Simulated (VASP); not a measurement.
Here is a VASP 6.6.1 calculation.

File INCAR:

```
SYSTEM = MgI2
PREC = Accurate
ENCUT = 520
EDIFF = 1E-6
ISMEAR = 0
SIGMA = 0.05
LREAL = .False.
LASPH = .True.
NELM = 60
ALGO = Normal
ISIF = 2
LWAVE = .False.
LCHARG = .True.
GGA = PE
LELF = .True.
LVHAR = .True.
NBANDS = 15
```

File KPOINTS:

```
Automatic mesh
0
Gamma
  6 6 4
  0 0 0
```

File POSCAR:

```
MgI2
1.0
    4.1537001214      0.0000000000      0.0000000000
   -2.0768500607      3.5972098248      0.0000000000
    0.0000000000      0.0000000000      6.8620000000
Mg I
1 2
Direct
    0.0000000000      0.0000000000      0.0000000000
    0.3231723191      0.6615861595      0.7650181751
    0.6565056524      0.3282528262      0.2497581751
```

Potentials or basis: VASP PAW PBE potentials, release 64 (Mg, I).

The run is started by

```bash
$ cat potpaw_PBE.64/Mg/POTCAR potpaw_PBE.64/I/POTCAR > POTCAR
$ mpirun -np 1 vasp_std > vasp.out
```

Question: Estimate the largest force.

Answer: 0.300 eV/Å.

Question: What does it give for the pressure?

Answer: 1.2 GPa.

Forces on the atoms (eV/Å):
```
Mg  -0.080 -0.046  0.285
I    0.045  0.026 -0.178
I    0.034  0.020 -0.108
```

Caveat: the cell differs from its parent crystal (all I atoms moved +0.062 Å, as atom 2 towards its neighbour atom 3 (I) at 4.101 Å); this functional lacks dispersion, which binds the layers, so the pressure and a relaxed spacing across them are unreliable.
